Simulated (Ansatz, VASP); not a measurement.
**Two plane-wave programs on TlBr**

```xyz
2
Lattice="3.8406 0.0000 0.0000 0.0000 3.8406 0.0000 0.0000 0.0000 3.8406" Properties=species:S:1:pos:R:3 pbc="T T T"
Tl    0.0000    0.0000    0.0000
Br    1.9203    1.9203    1.9203
```

Alike in both runs: task relaxation of cell and atoms; functional LDA; k mesh 8 × 8 × 8; no spin polarisation.

|  | VASP | Ansatz |
| --- | --- | --- |
| version | VASP 6.6.1 | Ansatz 0.2.0 |
| potentials or method | VASP PAW LDA potentials, release 64 (Tl_d, Br), cutoff 500 eV | scalar-relativistic, plane waves, PAW |
| occupations | gaussian, width 0.01 eV | fixed |
| valence electrons in the cell | 20 | 20 |

Ansatz gave:

```
gap on the k mesh at the Fermi level, each at its own relaxed structure (eV) : 1.37
relaxed volume (Å³/atom)                                                     : 28.30
relaxed length of the cell vector where the two differ most in proportion (Å)              : 3.840
```

Which values does VASP return?

gap on the k mesh at the Fermi level, each at its own relaxed structure (eV): 1.35; relaxed volume (Å³/atom): 28.34; relaxed length of the cell vector where the two differ most in proportion (Å): 3.841.

LDA's correlation is that of Perdew and Zunger in VASP and of Perdew and Wang (1992) in Ansatz.

Spin-orbit coupling is off throughout.
